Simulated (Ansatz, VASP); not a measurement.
# MgO: VASP beside Ansatz

File INCAR:

```
SYSTEM = MgO
ALGO = Normal
EDIFF = 1E-7
ENCUT = 520
GGA = PE
ISIF = 2
ISMEAR = 1
LASPH = .TRUE.
LCHARG = .TRUE.
LELF = .TRUE.
LREAL = .FALSE.
LVHAR = .TRUE.
LWAVE = .FALSE.
NBANDS = 11
NELM = 80
PREC = Accurate
SIGMA = 0.01
```

KPOINTS

```
k-points
0
G
  15 15 15
  0 0 0
```

Contents of POSCAR:

```
MgO
1.0
    0.0000000000      1.8329421080      1.8329421080
    1.8329421080      0.0000000000      1.8329421080
    1.8329421080      1.8329421080      0.0000000000
Mg O
1 1
Direct
    0.0000000000      0.0000000000      0.0000000000
    0.5000000000      0.5000000000      0.5000000000
```

Input for Ansatz:

```yaml
crystal:
  lattice:
    - [0.0, 1.832942108, 1.832942108]
    - [1.832942108, 0.0, 1.832942108]
    - [1.832942108, 1.832942108, 0.0]
  atoms:
    - { symbol: Mg, position: [0.0, 0.0, 0.0] }
    - { symbol: O, position: [0.5, 0.5, 0.5] }
kpoints:
  mp_grid: { grid: [15, 15, 15] }
scf:
  occupations: { method: methfessel_paxton, width: 0.01 }
  n_extra_bands: 8
  mixing: { algorithm: msr1, beta: 0.2, ndim: 8 }
hamiltonian:
  xc: pbe
  pseudopotentials: { kind: all_electron, lapw: { basis_error: 0.001 } }
output:
  forces: true
  stress: true
  eigenvalues: true
  populations: true
```

Alike in both runs: task single point; functional PBE; k mesh 15 × 15 × 15; occupations methfessel-paxton of order 1, width 0.01 eV; no spin polarisation.

|  | VASP | Ansatz |
| --- | --- | --- |
| version | VASP 6.6.1 | Ansatz 0.2.0 |
| potentials or method | VASP PAW PBE potentials, release 64 (Mg, O), cutoff 520 eV | all-electron LAPW, scalar-relativistic |

|  | VASP | Ansatz | Ansatz less VASP |
| --- | --- | --- | --- |
| gap on the k mesh at the Fermi level (eV) | 9.25 | 9.29 | +0.043 |

Ansatz ran all-electron here, and VASP with PAW potentials.
